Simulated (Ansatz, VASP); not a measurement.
## One calculation of Si, two programs

```
Si
1.0
     0.00000    2.73500    2.73500
     2.73500    0.00000    2.73500
     2.73500    2.73500    0.00000
Si
2
Cartesian
  0.0346 0.0346 0.0346
  1.3675 1.3675 1.3675
```

Alike in both runs: task single point; functional PBE; k mesh 4 × 4 × 4; occupations fermi-dirac, width 0.05 eV; no spin polarisation.

|  | VASP | Ansatz |
| --- | --- | --- |
| version | VASP 6.6.1 | Ansatz 0.2.0 development build |
| potentials or method | VASP PAW PBE potentials, release 64 (Si) | plane waves, PAW datasets (generated hard set |
| plane-wave cutoff (eV) | 500 | 700 |
| valence electrons in the cell | 8 | 24 |

```csv
,VASP,Ansatz,Ansatz less VASP
gap on the k mesh at the Fermi level (eV),0.47,0.47,-0.001
least direct gap on the mesh (eV),2.26,2.26,-0.004
rms of the force components (eV/Å),0.508,0.509,+0.0010
```

Atom by atom the forces differ by 0.001 eV/Å (rms over components). With one functional, cell and mesh, what is left measures potentials, basis and numerics. VASP's potentials hold 8 valence electrons a cell and Ansatz's 24, so a difference there can come from the potentials and not from the codes. Ansatz's warnings: cutoff auto derived.

The k mesh is coarse, so the values compare programs but aren't converged.
